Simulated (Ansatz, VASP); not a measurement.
InP: VASP beside Ansatz

The input INCAR:

```
PREC = Accurate
ENCUT = 520
EDIFF = 1E-7
ISMEAR = -1
SIGMA = 0.05
LREAL = F
LASPH = T
NELM = 80
ALGO = Normal
ISIF = 2
LWAVE = F
LCHARG = T
GGA = PS
LELF = T
LVHAR = T
NBANDS = 16
```

Contents of KPOINTS:

```
Automatic mesh
0
Gamma
  6 6 6
```

Contents of POSCAR:

```
InP
1.0
    0.0000000000      2.9305000000      2.9305000000
    2.9305000000      0.0000000000      2.9305000000
    2.9305000000      2.9305000000      0.0000000000
In P
1 1
Direct
    0.0000000000      0.0000000000      0.0000000000
    0.7500000000      0.7500000000      0.7500000000
```

Contents of input.yaml:

```yaml
crystal:
  lattice:
    - [0.0, 2.9305, 2.9305]
    - [2.9305, 0.0, 2.9305]
    - [2.9305, 2.9305, 0.0]
  atoms:
    - { symbol: In, position: [0.0, 0.0, 0.0] }
    - { symbol: P, position: [0.75, 0.75, 0.75] }
kpoints:
  mp_grid: { grid: [6, 6, 6] }
scf:
  occupations: { method: fermi_dirac, width: 0.05 }
hamiltonian:
  xc: pbesol
  pseudopotentials: { kind: all_electron, datasets: crystal }
output:
  forces: true
  stress: true
  eigenvalues: true
```

Alike in both runs: task single point; functional PBEsol; k mesh 6 × 6 × 6; occupations fermi-dirac, width 0.05 eV; no spin polarisation.

|  | VASP | Ansatz |
| --- | --- | --- |
| version | VASP 6.6.1 | Ansatz 0.2.0 |
| potentials or method | VASP PAW PBE potentials, release 64 (In_d, P), cutoff 520 eV | all-electron PAW datasets made for the crystal |

```csv
,VASP,Ansatz,Ansatz less VASP
gap on the k mesh at the Fermi level (eV),0.61,0.61,0.000
least direct gap on the mesh (eV),0.61,0.61,0.000
pressure (GPa),0.6,0.6,+0.02
```

VASP's potentials were made for PBE, not for PBEsol. Ansatz ran all-electron here, and VASP with PAW potentials.
